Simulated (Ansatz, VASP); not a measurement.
## One calculation of TaN, two programs

```
Ta N
1.0
     5.19600    0.00000    0.00000
    -2.59800    4.49987    0.00000
     0.00000    0.00000    2.91100
Ta N
3 3
Cartesian
  0.0000 2.9999 1.4555
  2.5980 1.5000 1.4555
  0.0000 0.0000 0.0000
  2.0412 0.0000 0.0000
  1.5774 2.7321 0.0000
  -1.0206 1.7678 0.0000
```

Alike in both runs: task single point; functional PBE; k mesh 6 × 6 × 8; occupations gaussian, width 0.05 eV; collinear spin.

```csv
,VASP,Ansatz
version,VASP 6.6.1,Ansatz 0.2.0
potentials or method,"VASP PAW PBE potentials, release 64 (Ta_pv, N), cutoff 600 eV","scalar-relativistic, plane waves, PAW"
valence electrons in the cell,48,54
```

VASP gave:

| Item | Value |
| --- | --- |
| gap on the k mesh at the Fermi level (eV) | none |
| pressure (GPa) | 5.6 |
| traceless stress, the component that is largest in VASP (GPa) | -1.20 |
| rms of the force components (eV/Å) | 0.011 |
| net moment per atom (μB) | 0.00 |

Task: Estimate Ansatz's values.

Result: gap on the k mesh at the Fermi level (eV): none; pressure (GPa): 4.9; traceless stress, the component that is largest in VASP (GPa): -1.13; rms of the force components (eV/Å): 0.009; net moment per atom (μB): 0.00.

Atom by atom the forces differ by 0.003 eV/Å (rms over components). A gap of «none» marks a metal or a gap that the smearing closes. VASP's potentials hold 48 valence electrons a cell and Ansatz's 54, so a difference there can come from the potentials and not from the codes. Ansatz's warnings: filled band counts differ across k points, seeded moment not kept.

Neither program's run includes spin-orbit coupling.
